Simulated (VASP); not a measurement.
# V (Im-3m) in VASP: further runs

V is run at these levels: PBE; tasks: single point, relaxation of cell and atoms.

All numbers are computed with VASP 6.6.1; they aren't measurements. Logs are shortened: lines on timing, memory, paths and dates and some standing lists are left out, and cuts for length are marked.

### 1 The cell of the first run

Symmetry: Im-3m, No. 229, cubic system. Conventional cell: a = 2.996 Å, b = 2.996 Å, c = 2.996 Å, α = 90.00°, β = 90.00°, γ = 90.00°. Within 3.4 Å of V (site symmetry m-3m) lie 14 V at 2.59 to 3.00 Å.

### 2 Single point, PBE, collinear spin, ferromagnetic start

INCAR reads:

```
SYSTEM = V
  ALGO = Normal
  EDIFF = 1E-6
  ENCUT = 520
  GGA = PE
  ISIF = 2
  ISMEAR = -1
  ISPIN = 2
  LASPH = .TRUE.
  LCHARG = .FALSE.
  LMAXMIX = 4
  LORBIT = 11
  LREAL = .FALSE.
  LWAVE = .FALSE.
  MAGMOM = 1.5
  NBANDS = 16
  NELM = 150
  PREC = Accurate
  SIGMA = 0.05
```

KPOINTS reads:

```
k-points
0
G
  15 15 15
  0 0 0
```

POSCAR reads:

```
V
1.0
   -1.4981156395      1.4981156395      1.4981156395
    1.4981156395     -1.4981156395      1.4981156395
    1.4981156395      1.4981156395     -1.4981156395
V
1
Direct
    0.0000000000      0.0000000000      0.0000000000
```

Potentials or basis: VASP PAW PBE potentials, release 64 (V_sv).

On the command line:

```bash
$ cat potpaw_PBE.64/V_sv/POTCAR > POTCAR
$ mpirun -np 1 vasp_std > vasp.out
```

OUTCAR:

```text
SYSTEM = V
   EDIFF = 1E-6
   ENCUT = 520
   GGA = PE
   ISIF = 2
   ISMEAR = -1
   ISPIN = 2
   LASPH = .TRUE.
   LORBIT = 11
   LREAL = .FALSE.
   NELM = 150
   PREC = Accurate

 ion  position               nearest neighbor table
   1  0.000  0.000  0.000-

  LATTYP: Found a body centered cubic cell.
 ALAT       =     2.9962312790

  Lattice vectors:

 A1 = (  -1.4981156395,   1.4981156395,   1.4981156395)
 A2 = (   1.4981156395,  -1.4981156395,   1.4981156395)
 A3 = (   1.4981156395,   1.4981156395,  -1.4981156395)

Analysis of symmetry for initial positions (statically):
=====================================================================
 Subroutine PRICEL returns:
 Original cell was already a primitive cell.

 Routine SETGRP: Setting up the symmetry group for a
 body centered cubic supercell.

 Subroutine GETGRP returns: Found 48 space group operations
 (whereof 48 operations were pure point group operations)
 out of a pool of 48 trial point group operations.

The static configuration has the point symmetry O_h .

Analysis of symmetry for dynamics (positions and initial velocities):
=====================================================================
 Subroutine PRICEL returns:
 Original cell was already a primitive cell.

 Routine SETGRP: Setting up the symmetry group for a
 body centered cubic supercell.

 Subroutine GETGRP returns: Found 48 space group operations
 (whereof 48 operations were pure point group operations)
 out of a pool of 48 trial point group operations.

The dynamic configuration has the point symmetry O_h .

Analysis of structural, dynamic, and magnetic symmetry:
=====================================================================
 Subroutine PRICEL returns:
 Original cell was already a primitive cell.

 Routine SETGRP: Setting up the symmetry group for a
 body centered cubic supercell.

 Subroutine GETGRP returns: Found 48 space group operations
 (whereof 48 operations were pure point group operations)
 out of a pool of 48 trial point group operations.

The overall configuration has the point symmetry O_h .

 Subroutine INISYM returns: Found 48 space group operations
 (whereof 48 operations are pure point group operations),
 and found     1 'primitive' translations

----------------------------------------------------------------------------------------

                                     Primitive cell

  volume of cell :      13.4492

  direct lattice vectors                    reciprocal lattice vectors
    -1.498115639  1.498115639  1.498115639     0.000000000  0.333752607  0.333752607
     1.498115639 -1.498115639  1.498115639     0.333752607  0.000000000  0.333752607
     1.498115639  1.498115639 -1.498115639     0.333752607  0.333752607  0.000000000

  length of vectors
     2.594812403  2.594812403  2.594812403     0.471997463  0.471997463  0.471997463

  position of ions in fractional coordinates (direct lattice)
     0.000000000  0.000000000  0.000000000

  ion indices of the primitive-cell ions
   primitive index   ion index
                 1           1

----------------------------------------------------------------------------------------

 KPOINTS: k-points

Automatic generation of k-mesh.
 Grid dimensions read from file:
 generate k-points for:   15   15   15

 Generating k-lattice:

  Cartesian coordinates                     Fractional coordinates (reciprocal lattice)
     0.000000000  0.022250174  0.022250174     0.066666667  0.000000000  0.000000000
     0.022250174  0.000000000  0.022250174     0.000000000  0.066666667  0.000000000
     0.022250174  0.022250174  0.000000000     0.000000000  0.000000000  0.066666667

  Length of vectors
     0.031466498  0.031466498  0.031466498

  Shift w.r.t. Gamma in fractional coordinates (k-lattice)
     0.000000000  0.000000000  0.000000000

 Subroutine IBZKPT returns following result:
 ===========================================

 Found    120 irreducible k-points:

 Following reciprocal coordinates:
            Coordinates               Weight
  0.000000  0.000000  0.000000      1.000000
  0.066667  0.000000  0.000000     12.000000
  0.133333  0.000000  0.000000     12.000000
  0.200000  0.000000  0.000000     12.000000
  0.266667  0.000000  0.000000     12.000000
  0.333333  0.000000  0.000000     12.000000
[... 16 lines left out ...]
  0.333333  0.200000  0.000000     48.000000
  0.400000  0.200000  0.000000     24.000000
 [... further k-points ...]
   k-points           NKPTS =    120   k-points in BZ     NKDIM =    120   number of bands    NBANDS=     16
   number of dos      NEDOS =    301   number of ions     NIONS =      1
   total plane-waves  NPLWV =   8000
   dimension x,y,z NGX =    20 NGY =   20 NGZ =   20
   dimension x,y,z NGXF=    40 NGYF=   40 NGZF=   40
   ions per type =               1
   NGX,Y,Z   is equivalent  to a cutoff of  12.81, 12.81, 12.81 a.u.
   NGXF,Y,Z  is equivalent  to a cutoff of  25.63, 25.63, 25.63 a.u.
 SYSTEM =  V
   PREC   = accura    normal or accurate (medium, high low for compatibility)
   ISTART =      0    job   : 0-new  1-cont  2-samecut
   ICHARG =      2    charge: 1-file 2-atom 10-const
   ISPIN  =      2    spin polarized calculation?
   LNONCOLLINEAR =      F non collinear calculations
   LSORBIT =      F    spin-orbit coupling
   LASPH  =      T    aspherical Exc in radial PAW
   ENCUT  =  520.0 eV  38.22 Ry    6.18 a.u.   4.82  4.82  4.82*2*pi/ulx,y,z
   NELM   =    150;   NELMIN=  2; NELMDL= -5     # of ELM steps
   EDIFF  = 0.1E-05   stopping-criterion for ELM
   LREAL  =      F    real-space projection
   EDIFFG = 0.1E-04   stopping-criterion for IOM
   NSW    =      0    number of steps for IOM
   IBRION =     -1    ionic relax: 0-MD 1-quasi-New 2-CG
   NFREE  =      0    steps in history (QN), initial steepest desc. (CG)
   ISIF   =      2    stress and relaxation
   ISYM   =      2    0-nonsym 1-usesym 2-fastsym
   POTIM  = 0.5000    time-step for ionic-motion
   TEBEG  =    0.0;   TEEND  =   0.0 temperature during run
   PSTRESS=    0.0 pullay stress
   NELECT =      13.0000    total number of electrons
   NUPDOWN=      -1.0000    fix difference up-down
   EMIN   =  10.00;   EMAX   =-10.00  energy-range for DOS
   EFERMI =   0.00;   METHOD = LEGACY
   ISMEAR =    -1;   SIGMA  =   0.05  broadening in eV -4-tet -1-fermi 0-gaus
   EFERMI_NEDOS =   21; number of points for ismear=-14 and -15
   IALGO  =     38    algorithm
   IMIX   =      4    mixing-type and parameters
     AMIX     =   0.40;   BMIX     =  1.00
     AMIX_MAG =   1.60;   BMIX_MAG =  1.00
  volume/ion in A,a.u.               =      13.45        90.76
  Fermi-wavevector in a.u.,A,eV,Ry     =   1.618666  3.058835 35.648353  2.620080
  Thomas-Fermi vector in A             =   2.712892
   LORBIT       =     11    0 simple, 1 ext, 2 COOP (PROOUT), +10 PAW based schemes
   GGA     = PE    functional components
   LHFCALC =     F    Hartree Fock is set to
   AEXX    =    0.0000 exact exchange contribution
   IVDW    =     0    specifies the selected vdW correction
   LEPSILON=     F    determine dielectric tensor
   LRPA    =     F    only Hartree local field effects (RPA)
 spin polarized calculation
  energy-cutoff  :      520.00
  volume of cell :       13.45
 maximum number of plane-waves:       370
   NGX =  9   NGY =  9   NGZ =  9

 number of electron      12.9999990 magnetization      -0.0012652

 number of electron      12.9999990 magnetization       0.0018747

 Free energy of the ion-electron system (eV)
  ---------------------------------------------------
  ext. energy  EPLUGINS =         0.00000000
  ---------------------------------------------------
  free energy    TOTEN  =        -9.00079663 eV

  energy without entropy =       -8.98813068  energy(sigma->0) =       -8.99446365

 E-fermi :   9.7370     XC(G=0): -12.9124

 val. band max:        9.7273963590   @ k =  -0.2667   0.2667   0.1333
 cond. band min:       9.7643158733   @ k =   0.0667   0.0667   0.0667
 fundamental gap:      0.0369195143
 Fermi energy:         9.7369607604

 spin component 1

 k-point     1 :       0.0000    0.0000    0.0000
  band No.  band energies     occupation
      1     -53.9887      1.00000
      2     -27.2871      1.00000
      3     -27.2871      1.00000
      4     -27.2871      1.00000
      5       3.1357      1.00000
      6      10.1402      0.00031
[... 8 lines left out ...]
     15      37.2843      0.00000
     16      41.5598      0.00000

 k-point     2 :       0.0667    0.0000    0.0000
  band No.  band energies     occupation
      1     -53.9802      1.00000
      2     -27.3279      1.00000
      3     -27.2995      1.00000
      4     -27.2874      1.00000
      5       3.3155      1.00000
      6      10.0636      0.00145
[... 8 lines left out ...]
     15      37.6086      0.00000
     16      39.7610      0.00000

 k-point     3 :       0.1333    0.0000    0.0000
  band No.  band energies     occupation
      1     -53.9562      1.00000
      2     -27.4423      1.00000
      3     -27.3346      1.00000
      4     -27.2882      1.00000
      5       3.8332      1.00000
      6       9.8529      0.08954
[... 8 lines left out ...]
     15      37.5893      0.00000
     16      37.5954      0.00000

 k-point     4 :       0.2000    0.0000    0.0000
  band No.  band energies     occupation
      1     -53.9206      1.00000
      2     -27.6085      1.00000
      3     -27.3859      1.00000
      4     -27.2894      1.00000
      5       4.6151      1.00000
      6       9.5569      0.97343
[... 8 lines left out ...]
     15      36.2273      0.00000
     16      36.6672      0.00000
[... 324 lines left out ...]
 k-point    22 :       0.2667    0.2000    0.0000
  band No.  band energies     occupation
      1     -53.8013      1.00000
      2     -28.0174      1.00000
      3     -27.6093      1.00000
      4     -27.3695      1.00000
      5       7.2689      1.00000
      6       8.6866      1.00000
[... 8 lines left out ...]
     15      36.8885      0.00000
     16      41.3084      0.00000

 k-point    23 :       0.3333    0.2000    0.0000
  band No.  band energies     occupation
      1     -53.7814      1.00000
      2     -28.0633      1.00000
      3     -27.6737      1.00000
      4     -27.3753      1.00000
      5       7.4158      1.00000
      6       8.6561      1.00000
[... 8 lines left out ...]
     15      36.7435      0.00000
     16      41.3734      0.00000

 k-point    24 :       0.4000    0.2000    0.0000
  band No.  band energies     occupation
      1     -53.7744      1.00000
      2     -28.0780      1.00000
      3     -27.6983      1.00000
      4     -27.3771      1.00000
      5       7.4155      1.00000
      6       8.6557      1.00000
[... 8 lines left out ...]
     15      36.6389      0.00000
     16      41.3182      0.00000

 [... further k-points ...]

 spin component 2

 k-point     1 :       0.0000    0.0000    0.0000
  band No.  band energies     occupation
      1     -53.9869      1.00000
      2     -27.2855      1.00000
      3     -27.2855      1.00000
      4     -27.2855      1.00000
      5       3.1368      1.00000
      6      10.1420      0.00030
[... 8 lines left out ...]
     15      37.2848      0.00000
     16      41.5618      0.00000

 k-point     2 :       0.0667    0.0000    0.0000
  band No.  band energies     occupation
      1     -53.9785      1.00000
      2     -27.3263      1.00000
      3     -27.2979      1.00000
      4     -27.2858      1.00000
      5       3.3166      1.00000
      6      10.0654      0.00140
[... 8 lines left out ...]
     15      37.6091      0.00000
     16      39.7625      0.00000

 k-point     3 :       0.1333    0.0000    0.0000
  band No.  band energies     occupation
      1     -53.9545      1.00000
      2     -27.4407      1.00000
      3     -27.3330      1.00000
      4     -27.2866      1.00000
      5       3.8343      1.00000
      6       9.8547      0.08664
[... 8 lines left out ...]
     15      37.5905      0.00000
     16      37.5970      0.00000

 k-point     4 :       0.2000    0.0000    0.0000
  band No.  band energies     occupation
      1     -53.9189      1.00000
      2     -27.6069      1.00000
      3     -27.3843      1.00000
      4     -27.2878      1.00000
      5       4.6163      1.00000
      6       9.5587      0.97249
[... 8 lines left out ...]
     15      36.2280      0.00000
     16      36.6685      0.00000
[... 324 lines left out ...]
 k-point    22 :       0.2667    0.2000    0.0000
  band No.  band energies     occupation
      1     -53.7996      1.00000
      2     -28.0158      1.00000
      3     -27.6077      1.00000
      4     -27.3679      1.00000
      5       7.2702      1.00000
      6       8.6880      1.00000
[... 8 lines left out ...]
     15      36.8897      0.00000
     16      41.3096      0.00000

 k-point    23 :       0.3333    0.2000    0.0000
  band No.  band energies     occupation
      1     -53.7797      1.00000
      2     -28.0617      1.00000
      3     -27.6721      1.00000
      4     -27.3737      1.00000
      5       7.4171      1.00000
      6       8.6576      1.00000
[... 8 lines left out ...]
     15      36.7447      0.00000
     16      41.3747      0.00000

 k-point    24 :       0.4000    0.2000    0.0000
  band No.  band energies     occupation
      1     -53.7727      1.00000
      2     -28.0764      1.00000
      3     -27.6966      1.00000
      4     -27.3755      1.00000
      5       7.4168      1.00000
      6       8.6573      1.00000
[... 8 lines left out ...]
     15      36.6400      0.00000
     16      41.3195      0.00000

 [... further k-points ...]
[... 5 lines left out ...]
  --------------------------------------------------------------------------------------
  -------------------------------------------------------------------------------------
  Total        0.0136837      0.0136837      0.0136837     -0.0000000     -0.0000000      0.0000000
  in kB        1.6301143      1.6301143      1.6301143     -0.0000000     -0.0000000      0.0000000
  external PRESSURE =       1.6301143 kB  Pullay stress =       0.0000000 kB

 VOLUME and BASIS-vectors are now :
 -----------------------------------------------------------------------------
  energy-cutoff  :      520.00
  volume of cell :       13.45
      direct lattice vectors                 reciprocal lattice vectors
    -1.498115639  1.498115639  1.498115639     0.000000000  0.333752607  0.333752607
     1.498115639 -1.498115639  1.498115639     0.333752607  0.000000000  0.333752607
     1.498115639  1.498115639 -1.498115639     0.333752607  0.333752607  0.000000000

 POSITION                                       TOTAL-FORCE (eV/Angst)
 -----------------------------------------------------------------------------------
      0.00000      0.00000      0.00000         0.000000      0.000000      0.000000
 -----------------------------------------------------------------------------------
    total drift:                                0.000000     -0.000000      0.000000

  FREE ENERGIE OF THE ION-ELECTRON SYSTEM (eV)
  ---------------------------------------------------
  free  energy   TOTEN  =        -9.0007966277 eV

  energy  without entropy=       -8.9881306774  energy(sigma->0) =       -8.99446365

 total charge

# of ion       s       p       d       tot
------------------------------------------
    1        2.341   6.222   3.092  11.655

 magnetization (x)

# of ion       s       p       d       tot
------------------------------------------
    1        0.000   0.000   0.001   0.001
```

Run time: 73 s. Hardware: 1 thread of Intel Xeon 8259CL, shared host; peak memory 0.16 GiB.

Results:

```
Free energy                                           : -9.0008 eV
Pressure                                              : 0.2 GPa
Net moment                                            : 0.00 μB per cell
Valence electrons inside the program's atomic spheres : V 11.65
```

Levels at points of the mesh, in eV from the Fermi level:
Spin up:
```csv
k point,band 3,band 4,band 5,band 6,band 7,band 8,band 9,band 10
"(0.00, 0.00, 0.00)",-37.02,-37.02,-6.60,0.40,0.40,0.40,2.42,2.42
```
Spin down:
```csv
k point,band 3,band 4,band 5,band 6,band 7,band 8,band 9,band 10
"(0.00, 0.00, 0.00)",-37.02,-37.02,-6.60,0.41,0.41,0.41,2.42,2.42
```

(Continued in part 2 of 2.)
